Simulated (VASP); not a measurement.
Here is a VASP 6.6.1 calculation.

INCAR

```
SYSTEM = Rh
  ALGO = Fast
  EDIFF = 1E-7
  ENCUT = 520
  GGA = PE
  ISIF = 2
  ISMEAR = 0
  LASPH = .TRUE.
  LCHARG = .TRUE.
  LELF = .TRUE.
  LREAL = .FALSE.
  LVHAR = .TRUE.
  LWAVE = .FALSE.
  NBANDS = 22
  NELM = 60
  PREC = Accurate
  SIGMA = 0.1
```

File KPOINTS:

```
k-points
0
G
  18 18 10
  0 0 0
```

POSCAR

```
Rh
1.0
    2.7108558571      0.0000000000      0.0000000000
   -1.3554279286      2.3476700383      0.0000000000
    0.0000000000      0.0000000000      4.3644859701
Rh
2
Direct
    0.6666666667      0.3333333333      0.7500000000
    0.3333333333      0.6666666667      0.2500000000
```

Potentials or basis: VASP PAW PBE potentials, release 64 (Rh_pv).

Command:

```bash
$ cat potpaw_PBE.64/Rh_pv/POTCAR > POTCAR
$ mpirun -np 1 vasp_std > vasp.out
```

(1) What does it give for the pressure?

(2) Estimate the band gap on the k mesh.

Results:

(1) 4.0 GPa.

(2) zero (band 15 reaches 12.44 eV, above the bottom of band 16 at 10.06 eV).
